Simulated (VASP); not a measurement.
HgS6, 7 atoms in the cell. The structure is cubic, space group Pm-3m (No. 221). Conventional cell: a = 6.291 Å, b = 6.291 Å, c = 6.291 Å, α = 90.00°, β = 90.00°, γ = 90.00°. Within 2.6 Å of S (site symmetry 4mm) lie 1 S at 1.93 Å. 

| Quantity | Value |
| --- | --- |
| Program | VASP 6.6.1 |
| Task | single point |
| Functional | PBE |
| Potentials or basis | VASP PAW PBE potentials, release 64 (Hg, S) |
| Cutoff | 520 eV |
| k mesh | 4 × 4 × 4 |
| Occupations | gaussian, width 0.1 eV |
| Spin | no spin polarisation |
| Dipole correction | no |
| Further INCAR settings | ALGO = Normal; EDIFF = 1e-06; NBANDS = 33 |

Potentials or basis: VASP PAW PBE potentials, release 64 (Hg, S).

Command:

```console
$ cat potpaw_PBE.64/Hg/POTCAR potpaw_PBE.64/S/POTCAR > POTCAR
$ mpirun -np 1 vasp_std > vasp.out
```

Hardware: 1 thread of Intel(R) Xeon(R) 6975P-C (Granite Rapids), on a shared host.

Question: How long does it take, and how much memory?

Answer: Run time: 26 s on 1 thread of Intel(R) Xeon(R) 6975P-C (Granite Rapids) (shared host), peak memory 0.34 GiB. Counts: scf iterations 12, k points 10.
